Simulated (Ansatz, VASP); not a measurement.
NaSr4H12Pd4 in VASP and in Ansatz

```
CELL_PARAMETERS angstrom
-3.82819 3.82819 3.82819
3.82819 -3.82819 3.82819
3.82819 3.82819 -3.82819
ATOMIC_POSITIONS crystal
Sr 0.49183 0.54890 0.54882
Sr 0.98929 0.98918 0.48927
Sr 0.98937 0.48931 0.98927
Sr 0.49195 0.92885 0.92870
H 0.98873 0.23501 0.23506
H 0.21880 0.96704 0.24267
H 0.21877 0.24220 0.96729
H 0.48944 0.73971 0.23867
H 0.75836 0.50722 0.24149
H 0.74473 0.73446 0.99734
H 0.48945 0.23847 0.73949
H 0.74459 0.99742 0.73422
H 0.75924 0.24211 0.50774
H 0.99073 0.74334 0.74334
H 0.22845 0.48081 0.73478
H 0.22735 0.73369 0.48071
Pd 0.99507 0.99181 0.99187
Pd 0.48905 0.48521 0.99259
Pd 0.48919 0.99256 0.48541
Pd 0.98077 0.48463 0.48470
Na 0.48242 0.23355 0.23401
```

Alike in both runs: functional LDA; k mesh 2 × 2 × 2; occupations fermi-dirac, width 0.15 eV; no spin polarisation.

Ansatz relaxed the structure, and its values are those at the end. VASP's run is a single point on that final structure, the one shown.

|  | VASP | Ansatz |
| --- | --- | --- |
| version | VASP 6.6.1 | Ansatz 0.2.0 |
| potentials or method | VASP PAW LDA potentials, release 64 (Sr_sv, H, Pd, Na_pv), cutoff 520 eV | scalar-relativistic, plane waves, PAW |
| valence electrons in the cell | 99 | 133 |

```csv
,VASP,Ansatz,Ansatz less VASP
rms of the force components (eV/Å),0.013,0.009,-0.0035
```

LDA's correlation is that of Perdew and Zunger in VASP and of Perdew and Wang (1992) in Ansatz. VASP's potentials hold 99 valence electrons a cell and Ansatz's 133, so a difference there can come from the potentials and not from the codes.

The k mesh is coarse, so the values compare programs but aren't converged.
